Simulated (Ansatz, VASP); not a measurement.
**SiBBr in VASP and in Ansatz**

```
CELL_PARAMETERS angstrom
2.93615 0.00000 0.00000
0.00000 2.93615 0.00000
0.00000 0.00000 4.86116
ATOMIC_POSITIONS crystal
Si 0.00000 0.00000 0.50000
B 0.50000 0.50000 0.00000
Br 0.00000 0.00000 0.00000
```

Alike in both runs: task relaxation of cell and atoms; functional PBE; k mesh 6 × 6 × 4; occupations gaussian, width 0.1 eV; no spin polarisation.

|  | VASP | Ansatz |
| --- | --- | --- |
| version | VASP 6.6.1 | Ansatz 0.2.0 |
| potentials or method | VASP PAW PBE potentials, release 64 (Si, B, Br), cutoff 600 eV | scalar-relativistic, plane waves, PAW |
| valence electrons in the cell | 14 | 14 |

```csv
,VASP,Ansatz,Ansatz less VASP
"gap on the k mesh at the Fermi level, each at its own relaxed structure (eV)",none,none,-
relaxed volume (Å³/atom),20.94,18.43,-2.508
relaxed cell length with the largest relative difference (Å),3.357,3.115,-0.2427
```

A gap of «none» marks a metal or a gap that the smearing closes. One of these differences is far larger than is usual between the two programs; its cause wasn't traced.

Noted on VASP's run: the volume moved by over 15 % at a fixed basis, so the end points are rough.
